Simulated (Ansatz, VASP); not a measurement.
## Two plane-wave programs on Al2GaP3

```
Al P Ga
1.0
    -1.95378    1.95378    8.28216
     1.95378   -1.95378    8.28216
     1.95378    1.95378   -8.28216
Al P Ga
2 3 1
Direct
  0.83356 0.83356 0.00000
  0.16644 0.16644 0.00000
  0.25000 0.75000 0.50000
  0.58324 0.08324 0.50000
  0.91676 0.41676 0.50000
  0.50000 0.50000 0.00000
```

Alike in both runs: task single point; functional r2SCAN; k mesh 8 × 8 × 8; no spin polarisation.

|  | VASP | Ansatz |
| --- | --- | --- |
| version | VASP 6.6.1 | Ansatz 0.2.0 |
| potentials or method | VASP PAW PBE potentials, release 64 (Al, P, Ga_d) | plane waves, PAW |
| plane-wave cutoff (eV) | 520 | 500 |
| occupations | gaussian, width 0.01 eV | fixed |
| valence electrons in the cell | 34 | 34 |

VASP gave:

* gap on the k mesh at the Fermi level (eV): 1.96
* pressure (GPa): -2.7
* rms of the force components (eV/Å): 0.013

Problem. Estimate Ansatz's values.

Solution. gap on the k mesh at the Fermi level (eV): 1.96; pressure (GPa): -2.5; rms of the force components (eV/Å): 0.005.

VASP's potentials were made for PBE, not for r2SCAN.
